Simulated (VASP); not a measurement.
Write the native input for VASP 6.6.1 that does the following.

```yaml
Task: relaxation of the atoms
Functional: LDA
Potentials_or_basis: VASP PAW LDA potentials, release 64 (Pt)
Cutoff: 520 eV
k_mesh: 5 × 5 × 1
Occupations: gaussian, width 0.1 eV
Spin: no spin polarisation
Dipole_correction: yes
Atoms_held_fixed_from_0: "[0, 1, 2, 3, 4, 5, 6, 7]"
Further_INCAR_settings: LREAL = Auto; ALGO = Normal; EDIFF = 1e-06; IBRION = 2; EDIFFG = -0.04; NSW = 60
```

The structure of Pt lies in POSCAR:

```
Pt
1.0
    5.5377774600      0.0000000000      0.0000000000
    0.0000000000      5.5377774600      0.0000000000
    0.0000000000      0.0000000000     23.8736998881
Pt
15
Selective dynamics
Direct
    0.2500000000      0.2500000000      0.3769838794  F F F
    0.2500000000      0.7500000000      0.3769838794  F F F
    0.7500000000      0.2500000000      0.3769838794  F F F
    0.7500000000      0.7500000000      0.3769838794  F F F
    0.0000000000      0.0000000000      0.4589946298  F F F
    0.0000000000      0.5000000000      0.4589946298  F F F
    0.5000000000      0.0000000000      0.4589946298  F F F
    0.5000000000      0.5000000000      0.4589946298  F F F
    0.2500000000      0.2500000000      0.5410053702  T T T
    0.2500000000      0.7500000000      0.5410053702  T T T
    0.7500000000      0.2500000000      0.5410053702  T T T
    0.7500000000      0.7500000000      0.5410053702  T T T
    0.0000000000      0.5000000000      0.6230161206  T T T
    0.5000000000      0.0000000000      0.6230161206  T T T
    0.5000000000      0.5000000000      0.6230161206  T T T
```

This cell differs from its parent crystal: atoms taken out.

One way to write it, as run:

INCAR

```
PREC = Accurate
ENCUT = 520
EDIFF = 1E-6
ISMEAR = 0
SIGMA = 0.1
LREAL = Auto
LASPH = T
NELM = 80
ALGO = Normal
ISIF = 2
LWAVE = F
LCHARG = F
LDIPOL = T
IDIPOL = 3
DIPOL = 0.5 0.5 0.492
IBRION = 2
NSW = 60
EDIFFG = -0.04
LUSENCCL = F
```

KPOINTS

```
regular mesh
0
Gamma
  5 5 1
```

Potentials or basis: VASP PAW LDA potentials, release 64 (Pt).

Run with:

```console
$ cat potpaw_LDA.64/Pt/POTCAR > POTCAR
$ mpirun -np 1 vasp_std > vasp.out
```

Results of the run:

```yaml
Energy_gained_by_relaxing: 33.4 meV/atom
Ionic_steps: 11
Band_gap_on_the_k_mesh: zero (bands 75 and 76 overlap by 0.49 eV)
```

Caveat: the cell differs from its parent crystal (atoms taken out); spin-orbit coupling is left out, which moves the levels of the heavy elements.

Wall time 16 min on 1 × NVIDIA H100 80GB with 1 thread of AMD EPYC 7R13 Processor (Zen 3), on a shared host, peak memory 1.6 GiB.
